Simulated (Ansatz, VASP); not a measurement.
# Ga2SnH6: VASP beside Ansatz

```
CELL_PARAMETERS angstrom
0.00000 4.08807 4.08807
4.08807 0.00000 4.08807
4.08807 4.08807 0.00000
ATOMIC_POSITIONS crystal
Ga 0.75000 0.75000 0.75000
Ga 0.25000 0.25000 0.25000
Sn 0.00000 0.00000 0.00000
H 0.50000 0.00000 0.00000
H 0.00000 0.50000 0.00000
H 0.00000 0.00000 0.50000
H 0.00000 0.50000 0.50000
H 0.50000 0.00000 0.50000
H 0.50000 0.50000 0.00000
```

Alike in both runs: task relaxation of cell and atoms; functional PBE; k mesh 4 × 4 × 4; occupations gaussian, width 0.1 eV; no spin polarisation.

|  | VASP | Ansatz |
| --- | --- | --- |
| version | VASP 6.6.1 | Ansatz 0.2.0 |
| potentials or method | VASP PAW PBE potentials, release 64 (Ga_d, Sn_d, H), cutoff 600 eV | scalar-relativistic, plane waves, PAW |
| valence electrons in the cell | 46 | 46 |

VASP gave:

```
gap on the k mesh at the Fermi level, each at its own relaxed structure (eV) : none
relaxed volume (Å³/atom)                                                     : 11.84
relaxed cell length with the largest relative difference (Å)                 : 5.321
```

Q: Which values does Ansatz return?

A: gap on the k mesh at the Fermi level, each at its own relaxed structure (eV): none; relaxed volume (Å³/atom): 11.87; relaxed cell length with the largest relative difference (Å): 5.326.

A gap of «none» marks a metal or a gap that the smearing closes.

Noted on VASP's run: the volume moved by over 15 % at a fixed basis, so the end points are rough.
